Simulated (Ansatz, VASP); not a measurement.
## MgB: VASP beside Ansatz

File INCAR:

```
SYSTEM = MgB
ALGO = Normal
EDIFF = 1E-6
ENCUT = 520
GGA = PS
ISIF = 2
ISMEAR = -1
LASPH = .TRUE.
LCHARG = .FALSE.
LREAL = .FALSE.
LWAVE = .FALSE.
NBANDS = 10
NELM = 100
PREC = Accurate
SIGMA = 0.05
```

Contents of KPOINTS:

```
k-points
0
G
  11 11 11
  0 0 0
```

The input POSCAR:

```
MgB
1.0
    2.9311688766      0.0000000000      0.0000000000
    0.0000000000      2.9311688766      0.0000000000
    0.0000000000      0.0000000000      2.9311688766
B Mg
1 1
Direct
    0.0000000000      0.0000000000      0.0000000000
    0.5000000000      0.5000000000      0.5000000000
```

Input for Ansatz:

```yaml
crystal:
  lattice:
    - [2.9311688766, 0.0, 0.0]
    - [0.0, 2.9311688766, 0.0]
    - [0.0, 0.0, 2.9311688766]
  atoms:
    - { symbol: B, position: [0.0, 0.0, 0.0] }
    - { symbol: Mg, position: [0.5, 0.5, 0.5] }
kpoints:
  mp_grid: { grid: [11, 11, 11] }
scf:
  occupations: { method: fermi_dirac, width: 0.05 }
hamiltonian:
  xc: pbesol
  pseudopotentials: { kind: all_electron, lapw: { basis_error: 0.00025 } }
output:
  forces: true
  stress: true
  eigenvalues: true
```

Change from the starting cell: functional pbesol, volume scaled by 1.04.

Alike in both runs: task single point; functional PBEsol; k mesh 11 × 11 × 11; occupations fermi-dirac, width 0.05 eV; no spin polarisation.

|  | VASP | Ansatz |
| --- | --- | --- |
| version | VASP 6.6.1 | Ansatz 0.2.0 |
| potentials or method | VASP PAW PBE potentials, release 64 (B, Mg), cutoff 520 eV | all-electron LAPW, scalar-relativistic |

|  | VASP | Ansatz | Ansatz less VASP |
| --- | --- | --- | --- |
| pressure (GPa) | -5.0 | -4.9 | +0.06 |

VASP's potentials were made for PBE, not for PBEsol. Ansatz ran all-electron here, and VASP with PAW potentials.
